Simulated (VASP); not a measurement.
# TaN (P6/mmm) in VASP: notebook

Aim: see how the results for TaN move with the level of theory and the settings. Levels: PBEsol+D3(BJ), RPBE+D4, PBEsol. Tasks: single point, relaxation of shape and atoms at fixed volume.

Everything below comes from runs of VASP 6.6.1. Logs are shortened: lines on timing, memory, paths and dates and some standing lists are left out, and cuts for length are marked.

**1. The cell of the first run**

It takes space group P6/mmm (No. 191, hexagonal). Conventional cell: a = 5.117 Å, b = 5.117 Å, c = 2.894 Å, α = 90.00°, β = 90.00°, γ = 120.00°. Within 3.4 Å of Ta (site symmetry 6/mmm) lie 6 N at 2.56 Å and 14 Ta at 2.89 to 3.29 Å. Within 2.7 Å of Ta (site symmetry -6m2) lie 6 N at 2.07 Å. N (site symmetry mmm) has 6 Ta at 2.07 to 2.56 Å and 4 N at 2.56 Å within 2.7 Å.

**2. Single point, PBEsol+D3(BJ), collinear spin, ferrimagnetic start**

Input file INCAR:

```
PREC = Accurate
ENCUT = 520
EDIFF = 1E-6
ISMEAR = 0
SIGMA = 0.05
LREAL = False
LASPH = True
NELM = 150
ALGO = Normal
ISIF = 2
LWAVE = False
LCHARG = False
ISPIN = 2
MAGMOM = 0.05 -0.05 -0.05 0 0 0
LORBIT = 11
LMAXMIX = 4
GGA = PS
IVDW = 12
NBANDS = 37
```

Input file KPOINTS:

```
regular mesh
0
Gamma
  6 6 8
```

Input file POSCAR:

```
TaN
1.0
    5.1170781376      0.0000000000      0.0000000000
   -2.5585390688      4.4315196603      0.0000000000
    0.0000000000      0.0000000000      2.8937022294
Ta N
3 3
Direct
    0.0000000000      0.0000000000      0.0000000000
    0.3333333333      0.6666666667      0.5000000000
    0.6666666667      0.3333333333      0.5000000000
    0.5000000000      0.0000000000      0.0000000000
    0.5000000000      0.5000000000      0.0000000000
    0.0000000000      0.5000000000      0.0000000000
```

Potentials or basis: VASP PAW PBE potentials, release 64 (Ta_pv, N).

Command:

```
$ cat potpaw_PBE.64/Ta_pv/POTCAR potpaw_PBE.64/N/POTCAR > POTCAR
$ mpirun -np 1 vasp_std > vasp.out
```

OUTCAR:

```text
PREC = Accurate
   ENCUT = 520
   EDIFF = 1E-6
   ISMEAR = 0
   LREAL = False
   LASPH = True
   NELM = 150
   ISIF = 2
   ISPIN = 2
   LORBIT = 11
   GGA = PS
   IVDW = 12
 IVDW          = 12

 ion  position               nearest neighbor table
   1  0.000  0.000  0.000-   5 2.56   6 2.56   6 2.56   5 2.56   4 2.56   4 2.56   3 3.29   3 3.29
                             2 3.29   2 3.29   2 3.29   3 3.29   2 3.29   3 3.29   2 3.29   3 3.29
   2  0.333  0.667  0.500-   4 2.07   4 2.07   6 2.07   6 2.07   5 2.07   5 2.07   3 2.95   3 2.95
                             3 2.95   1 3.29   1 3.29   1 3.29   1 3.29   1 3.29   1 3.29
   3  0.667  0.333  0.500-   4 2.07   4 2.07   6 2.07   6 2.07   5 2.07   5 2.07   2 2.95   2 2.95
                             2 2.95   1 3.29   1 3.29   1 3.29   1 3.29   1 3.29   1 3.29
   4  0.500  0.000  0.000-   2 2.07   3 2.07   2 2.07   3 2.07   1 2.56   1 2.56
   5  0.500  0.500  0.000-   2 2.07   3 2.07   2 2.07   3 2.07   1 2.56   1 2.56
   6  0.000  0.500  0.000-   2 2.07   3 2.07   2 2.07   3 2.07   1 2.56   1 2.56

  LATTYP: Found a hexagonal cell.
 ALAT       =     5.1170781376
 C/A-ratio  =     0.5654989335

  Lattice vectors:

 A1 = (   5.1170781376,   0.0000000000,   0.0000000000)
 A2 = (  -2.5585390688,   4.4315196603,   0.0000000000)
 A3 = (   0.0000000000,   0.0000000000,   2.8937022294)

Analysis of symmetry for initial positions (statically):
=====================================================================
 Subroutine PRICEL returns:
 Original cell was already a primitive cell.

 Routine SETGRP: Setting up the symmetry group for a
 hexagonal supercell.

 Subroutine GETGRP returns: Found 24 space group operations
 (whereof 24 operations were pure point group operations)
 out of a pool of 24 trial point group operations.

The static configuration has the point symmetry D_6h.

Analysis of symmetry for dynamics (positions and initial velocities):
=====================================================================
 Subroutine PRICEL returns:
 Original cell was already a primitive cell.

 Routine SETGRP: Setting up the symmetry group for a
 hexagonal supercell.

 Subroutine GETGRP returns: Found 24 space group operations
 (whereof 24 operations were pure point group operations)
 out of a pool of 24 trial point group operations.

The dynamic configuration has the point symmetry D_6h.

Analysis of structural, dynamic, and magnetic symmetry:
=====================================================================
 Subroutine PRICEL returns:
 Original cell was already a primitive cell.

 Routine SETGRP: Setting up the symmetry group for a
 hexagonal supercell.

 Subroutine GETGRP returns: Found 24 space group operations
 (whereof 24 operations were pure point group operations)
 out of a pool of 24 trial point group operations.

The overall configuration has the point symmetry D_6h.

 Subroutine INISYM returns: Found 24 space group operations
 (whereof 24 operations are pure point group operations),
 and found     1 'primitive' translations

----------------------------------------------------------------------------------------

                                     Primitive cell

  volume of cell :      65.6188

  direct lattice vectors                    reciprocal lattice vectors
     5.117078138  0.000000000  0.000000000     0.195424024  0.112828113  0.000000000
    -2.558539069  4.431519660  0.000000000     0.000000000  0.225656226  0.000000000
     0.000000000  0.000000000  2.893702229     0.000000000  0.000000000  0.345578059

  length of vectors
     5.117078138  5.117078138  2.893702229     0.225656226  0.225656226  0.345578059

  position of ions in fractional coordinates (direct lattice)
     0.000000000  0.000000000  0.000000000
     0.333333333  0.666666667  0.500000000
     0.666666667  0.333333333  0.500000000
     0.500000000  0.000000000  0.000000000
     0.500000000  0.500000000  0.000000000
     1.000000000  0.500000000  0.000000000

  ion indices of the primitive-cell ions
   primitive index   ion index
                 1           1
                 2           2
                 3           3
                 4           4
                 5           5
                 6           6

----------------------------------------------------------------------------------------

 KPOINTS: regular mesh

Automatic generation of k-mesh.
 Grid dimensions read from file:
 generate k-points for:    6    6    8

 Generating k-lattice:

  Cartesian coordinates                     Fractional coordinates (reciprocal lattice)
     0.032570671  0.018804685  0.000000000     0.166666667  0.000000000  0.000000000
     0.000000000  0.037609371  0.000000000     0.000000000  0.166666667  0.000000000
     0.000000000  0.000000000  0.043197257     0.000000000  0.000000000  0.125000000

  Length of vectors
     0.037609371  0.037609371  0.043197257

  Shift w.r.t. Gamma in fractional coordinates (k-lattice)
     0.000000000  0.000000000  0.000000000

 Subroutine IBZKPT returns following result:
 ===========================================

 Found     35 irreducible k-points:

 Following reciprocal coordinates:
            Coordinates               Weight
  0.000000  0.000000  0.000000      1.000000
  0.166667 -0.000000  0.000000      6.000000
  0.333333 -0.000000  0.000000      6.000000
  0.500000 -0.000000  0.000000      3.000000
  0.166667  0.166667  0.000000      6.000000
  0.333333  0.166667  0.000000     12.000000
[... 16 lines left out ...]
  0.166667 -0.000000  0.375000     12.000000
  0.333333 -0.000000  0.375000     12.000000
 [... further k-points ...]
   k-points           NKPTS =     35   k-points in BZ     NKDIM =     35   number of bands    NBANDS=     37
   number of dos      NEDOS =    301   number of ions     NIONS =      6
   total plane-waves  NPLWV =  38400
   dimension x,y,z NGX =    40 NGY =   40 NGZ =   24
   dimension x,y,z NGXF=    80 NGYF=   80 NGZF=   48
   ions per type =               3   3
   NGX,Y,Z   is equivalent  to a cutoff of  13.00, 13.00, 13.79 a.u.
   NGXF,Y,Z  is equivalent  to a cutoff of  25.99, 25.99, 27.58 a.u.
 SYSTEM =  unknown system
   PREC   = accura    normal or accurate (medium, high low for compatibility)
   ISTART =      0    job   : 0-new  1-cont  2-samecut
   ICHARG =      2    charge: 1-file 2-atom 10-const
   ISPIN  =      2    spin polarized calculation?
   LNONCOLLINEAR =      F non collinear calculations
   LSORBIT =      F    spin-orbit coupling
   LASPH  =      T    aspherical Exc in radial PAW
   ENCUT  =  520.0 eV  38.22 Ry    6.18 a.u.   9.51  9.51  5.38*2*pi/ulx,y,z
   NELM   =    150;   NELMIN=  2; NELMDL= -5     # of ELM steps
   EDIFF  = 0.1E-05   stopping-criterion for ELM
   LREAL  =      F    real-space projection
   EDIFFG = 0.1E-04   stopping-criterion for IOM
   NSW    =      0    number of steps for IOM
   IBRION =     -1    ionic relax: 0-MD 1-quasi-New 2-CG
   NFREE  =      0    steps in history (QN), initial steepest desc. (CG)
   ISIF   =      2    stress and relaxation
   ISYM   =      2    0-nonsym 1-usesym 2-fastsym
   POTIM  = 0.5000    time-step for ionic-motion
   TEBEG  =    0.0;   TEEND  =   0.0 temperature during run
   PSTRESS=    0.0 pullay stress
   NELECT =      48.0000    total number of electrons
   NUPDOWN=      -1.0000    fix difference up-down
   EMIN   =  10.00;   EMAX   =-10.00  energy-range for DOS
   EFERMI =   0.00;   METHOD = LEGACY
   ISMEAR =     0;   SIGMA  =   0.05  broadening in eV -4-tet -1-fermi 0-gaus
   EFERMI_NEDOS =   21; number of points for ismear=-14 and -15
   IALGO  =     38    algorithm
   IMIX   =      4    mixing-type and parameters
     AMIX     =   0.40;   BMIX     =  1.00
     AMIX_MAG =   1.60;   BMIX_MAG =  1.00
  volume/ion in A,a.u.               =      10.94        73.80
  Fermi-wavevector in a.u.,A,eV,Ry     =   1.475069  2.787477 29.603952  2.175829
  Thomas-Fermi vector in A             =   2.589763
   LORBIT       =     11    0 simple, 1 ext, 2 COOP (PROOUT), +10 PAW based schemes
   GGA     = PS    functional components
   LHFCALC =     F    Hartree Fock is set to
   AEXX    =    0.0000 exact exchange contribution
   IVDW    =    12    specifies the selected vdW correction
   LEPSILON=     F    determine dielectric tensor
   LRPA    =     F    only Hartree local field effects (RPA)
 spin polarized calculation
 Gauss-broadening in eV      SIGMA  =   0.05
  energy-cutoff  :      520.00
  volume of cell :       65.62
 maximum number of plane-waves:      1800
 NGX is ok and might be reduce to    40
   NGX = 19   NGY = 19   NGZ = 11

 number of electron      47.9999994 magnetization       0.0000022

 number of electron      47.9999994 magnetization      -0.0000335

 Free energy of the ion-electron system (eV)
  ---------------------------------------------------
  ext. energy  EPLUGINS =         0.00000000
  ---------------------------------------------------
  free energy    TOTEN  =       -68.60317753 eV

  energy without entropy =      -68.60144834  energy(sigma->0) =      -68.60231294

 E-fermi :   8.3947     XC(G=0): -13.3790

 val. band max:        8.3638793664   @ k =   0.1667  -0.0000   0.3750
 cond. band min:       8.4243773866   @ k =   0.1667  -0.0000   0.2500
 fundamental gap:      0.0604980203
 Fermi energy:         8.3946595370

 spin component 1

 k-point     1 :       0.0000    0.0000    0.0000
  band No.  band energies     occupation
      1     -27.7355      1.00000
      2     -27.7355      1.00000
      3     -27.3131      1.00000
      4     -27.3131      1.00000
      5     -27.0811      1.00000
      6     -26.9682      1.00000
[... 28 lines left out ...]
     35      12.1683      0.00000
     36      16.7742      0.00000

 k-point     2 :       0.1667   -0.0000    0.0000
  band No.  band energies     occupation
      1     -27.7615      1.00000
      2     -27.7242      1.00000
      3     -27.2804      1.00000
      4     -27.2753      1.00000
      5     -27.0712      1.00000
      6     -27.0168      1.00000
[... 28 lines left out ...]
     35      12.4025      0.00000
     36      16.2527      0.00000
[... 817 lines left out ...]
     35      13.8467      0.00000
     36      16.2926      0.00000

 k-point    24 :       0.3333   -0.0000    0.3750
  band No.  band energies     occupation
      1     -27.9219      1.00000
      2     -27.7594      1.00000
      3     -27.6169      1.00000
      4     -27.5091      1.00000
      5     -27.1894      1.00000
      6     -27.0764      1.00000
[... 28 lines left out ...]
     35      14.5767      0.00000
     36      15.4030      0.00000

 [... further k-points ...]

 spin component 2

 k-point     1 :       0.0000    0.0000    0.0000
  band No.  band energies     occupation
      1     -27.7355      1.00000
      2     -27.7355      1.00000
      3     -27.3131      1.00000
      4     -27.3131      1.00000
      5     -27.0811      1.00000
      6     -26.9682      1.00000
[... 28 lines left out ...]
     35      12.1683      0.00000
     36      16.7742      0.00000

 k-point     2 :       0.1667   -0.0000    0.0000
  band No.  band energies     occupation
      1     -27.7616      1.00000
      2     -27.7242      1.00000
      3     -27.2805      1.00000
      4     -27.2753      1.00000
      5     -27.0712      1.00000
      6     -27.0167      1.00000
[... 28 lines left out ...]
     35      12.4025      0.00000
     36      16.2527      0.00000
[... 817 lines left out ...]
     35      13.8467      0.00000
     36      16.2926      0.00000

 k-point    24 :       0.3333   -0.0000    0.3750
  band No.  band energies     occupation
      1     -27.9219      1.00000
      2     -27.7595      1.00000
      3     -27.6169      1.00000
      4     -27.5091      1.00000
      5     -27.1894      1.00000
      6     -27.0764      1.00000
[... 28 lines left out ...]
     35      14.5766      0.00000
     36      15.4030      0.00000

 [... further k-points ...]

 [bands above 36 left out]

------------------------ aborting loop because EDIFF is reached ----------------------------------------

 Edisp (eV)   -2.71476

 E8    (eV) :    -1.8850

  FORCE on cell =-STRESS in cart. coord.  units (eV):
  Direction    XX          YY          ZZ          XY          YZ          ZX
  --------------------------------------------------------------------------------------
  -------------------------------------------------------------------------------------
  Total       2.51608     2.51608     2.73248     0.00000    -0.00000    -0.00000
  in kB      61.43376    61.43376    66.71747     0.00000    -0.00000    -0.00000
  external pressure =       63.19 kB  Pullay stress =        0.00 kB

 VOLUME and BASIS-vectors are now :
 -----------------------------------------------------------------------------
  energy-cutoff  :      520.00
  volume of cell :       65.62
      direct lattice vectors                 reciprocal lattice vectors
     5.117078138  0.000000000  0.000000000     0.195424024  0.112828113  0.000000000
    -2.558539069  4.431519660  0.000000000     0.000000000  0.225656226  0.000000000
     0.000000000  0.000000000  2.893702229     0.000000000  0.000000000  0.345578059

 POSITION                                       TOTAL-FORCE (eV/Angst)
 -----------------------------------------------------------------------------------
      0.00000      0.00000      0.00000         0.000000      0.000000     -0.000000
     -0.00000      2.95435      1.44685        -0.000000      0.000000      0.000000
      2.55854      1.47717      1.44685         0.000000     -0.000000     -0.000000
      2.55854      0.00000      0.00000         0.000000      0.000000     -0.000000
      1.27927      2.21576      0.00000         0.000000      0.000000     -0.000000
     -1.27927      2.21576      0.00000         0.000000      0.000000     -0.000000
 -----------------------------------------------------------------------------------
    total drift:                               -0.000000      0.000000     -0.000000

  FREE ENERGIE OF THE ION-ELECTRON SYSTEM (eV)
  ---------------------------------------------------
  free  energy   TOTEN  =       -71.3179334645 eV

  energy  without entropy=      -71.3162042720  energy(sigma->0) =      -71.31706887

 total charge

# of ion       s       p       d       tot
------------------------------------------
    1        0.273   6.127   2.279   8.678
    2        0.333   6.334   2.489   9.157
    3        0.333   6.334   2.489   9.157
    4        1.246   2.572   0.000   3.819
    5        1.246   2.572   0.000   3.819
    6        1.246   2.572   0.000   3.819
--------------------------------------------------
tot          4.678  26.512   7.258  38.448

 magnetization (x)

# of ion       s       p       d       tot
------------------------------------------
    1        0.000   0.000   0.000   0.000
    2       -0.000  -0.000  -0.000  -0.000
    3       -0.000  -0.000  -0.000  -0.000
    4        0.000   0.000   0.000   0.000
    5        0.000   0.000   0.000   0.000
    6        0.000   0.000   0.000   0.000
--------------------------------------------------
tot          0.000   0.000  -0.000   0.000
```

It took 3.1 min on 1 thread of Intel Xeon 8259CL, shared host; peak memory 0.3 GiB.

Results:

| Property | Result |
| --- | --- |
| Free energy | -71.3179 eV |
| Pressure | 6.3 GPa |
| Band gap on the k mesh | zero (filled and empty bands overlap) |
| Net moment | 0.00 μB per cell |
| Valence electrons inside the program's atomic spheres | Ta 8.68, 9.16; N 3.82 |
| Dispersion energy per atom | -0.452 eV |

Stress tensor (GPa, compression positive):
```
6.14 0.00 0.00
0.00 6.14 0.00
0.00 0.00 6.67
```

Levels at points of the mesh, in eV from the Fermi level:
Spin up:
| k point | band 20 | band 21 | band 22 | band 23 | band 24 | band 25 | band 26 | band 27 | band 28 | band 29 |
| --- | --- | --- | --- | --- | --- | --- | --- | --- | --- | --- |
| (0.00, 0.00, 0.00) | -2.99 | -2.99 | -2.55 | -2.08 | -1.33 | -1.33 | 0.74 | 0.74 | 1.40 | 2.29 |
| (0.50, 0.00, 0.00) | -4.78 | -3.52 | -2.87 | -1.72 | -0.66 | 1.42 | 1.88 | 1.91 | 2.33 | 2.44 |
| (0.00, 0.00, 0.50) | -3.92 | -3.13 | -3.13 | -1.96 | 0.91 | 0.91 | 1.43 | 1.90 | 2.71 | 2.71 |
| (0.50, 0.00, 0.50) | -4.61 | -3.48 | -3.26 | -2.25 | -1.24 | 1.09 | 1.44 | 3.15 | 3.57 | 3.65 |
Spin down:
```csv
k point,band 21,band 22,band 23,band 24,band 25,band 26,band 27,band 28
"(0.00, 0.00, 0.00)",-2.99,-2.55,-2.08,-1.33,-1.33,0.74,0.74,1.40
"(0.50, 0.00, 0.00)",-3.52,-2.87,-1.72,-0.66,1.42,1.88,1.91,2.33
"(0.00, 0.00, 0.50)",-3.13,-3.13,-1.96,0.91,0.91,1.43,1.90,2.71
"(0.50, 0.00, 0.50)",-3.48,-3.26,-2.25,-1.24,1.09,1.44,3.15,3.57
```

Caveat: the PAW data sets were made with another functional, which shifts forces and pressure a little; spin-orbit coupling is left out, which moves the levels of the heavy elements; pairwise dispersion overbinds metals, which lowers pressure and volume.

(Continued in part 2 of 3.)
